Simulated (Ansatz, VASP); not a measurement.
**One calculation of SrLi2Cr4Sn, two programs**

The input INCAR:

```
SYSTEM = SrLi2Cr4Sn
ALGO = Normal
EDIFF = 1E-6
ENCUT = 880
GGA_COMPAT = .False.
ISIF = 2
ISMEAR = -5
LASPH = .True.
LCHARG = .False.
LDAU = .True.
LDAUJ = 0 0 0 0
LDAUL = -1 -1 -1 2
LDAUPRINT = 1
LDAUTYPE = 2
LDAUU = 0 0 0 1.91
LMAXMIX = 4
LREAL = .False.
LWAVE = .False.
NBANDS = 53
NELM = 200
PREC = Accurate
SIGMA = 0.1
```

File KPOINTS:

```
k-points
0
Gamma
  4 4 4
  0 0 0
```

The input POSCAR:

```
SrLi2Cr4Sn
1.0
   -3.0457540000      3.0457540000      3.6216070000
    3.0457540000     -3.0457540000      3.6216070000
    3.0457540000      3.0457540000     -3.6216070000
Sn Sr Li Cr
1 1 2 4
Direct
    0.0000000000      0.0000000000      0.0000000000
    0.5000000000      0.5000000000      0.0000000000
    0.2500000000      0.7500000000      0.5000000000
    0.7500000000      0.2500000000      0.5000000000
    0.0352600000      0.0352600000      0.4132000000
    0.9647400000      0.3779400000      0.0000000000
    0.6220600000      0.6220600000      0.5868000000
    0.3779400000      0.9647400000      0.0000000000
```

Input for Ansatz:

```yaml
crystal:
  lattice:
    - [-3.045754, 3.045754, 3.621607]
    - [3.045754, -3.045754, 3.621607]
    - [3.045754, 3.045754, -3.621607]
  atoms:
    - { symbol: Sn, position: [0.0, 0.0, 0.0] }
    - { symbol: Sr, position: [0.5, 0.5, 0.0] }
    - { symbol: Li, position: [0.25, 0.75, 0.5] }
    - { symbol: Li, position: [0.75, 0.25, 0.5] }
    - { symbol: Cr, position: [0.03526, 0.03526, 0.4132] }
    - { symbol: Cr, position: [0.96474, 0.37794, 0.0] }
    - { symbol: Cr, position: [0.62206, 0.62206, 0.5868] }
    - { symbol: Cr, position: [0.37794, 0.96474, 0.0] }
  symmetry: { tolerance: 0.0003 }
kpoints:
  mp_grid: { grid: [4, 4, 4], shift: [0, 0, 0] }
magnetization:
  spin_polarized: false
scf:
  occupations: { method: tetrahedron }
  mixing: { preconditioner: local_kerker }
hamiltonian:
  pseudopotentials: { kind: paw }
  xc: lda
  hubbard:
    projectors: all-electron-ortho-atomic
    sites: [{ species: Cr, l: d, u_eff: 1.91 }]
basis:
  ecutwfc: 420
output:
  forces: true
  stress: true
  eigenvalues: true
```

Alike in both runs: task single point; functional LDA; k mesh 4 × 4 × 4; occupations tetrahedron; no spin polarisation; Hubbard terms Cr d U = 1.91 eV.

```csv
,VASP,Ansatz
version,VASP 6.6.1,Ansatz 0.2.0
potentials or method,"VASP PAW LDA potentials, release 64 (Sn_d, Sr_sv, Li_sv, Cr_sv), cutoff 880 eV",PAW plane waves
valence electrons in the cell,86,86
```

```csv
,VASP,Ansatz,Ansatz less VASP
gap on the k mesh at the Fermi level (eV),none,none,-
pressure (GPa),16.6,16.5,-0.17
"traceless stress, the component that is largest in VASP (GPa)",-7.42,-7.46,-0.039
rms of the force components (eV/Å),2.362,2.374,+0.0115
```

LDA's correlation is that of Perdew and Zunger in VASP and of Perdew and Wang (1992) in Ansatz. The programs project onto different local orbitals, so the same U acts differently, and such runs can settle in different states. Atom by atom the forces differ by 0.023 eV/Å (rms over components). A gap of «none» marks a metal or a gap that the smearing closes. Ansatz's warnings: band table not solved further, filled band counts differ across k points, tetrahedron derivatives may miss energy slope.

The k mesh is coarse, so the values compare programs but aren't converged.
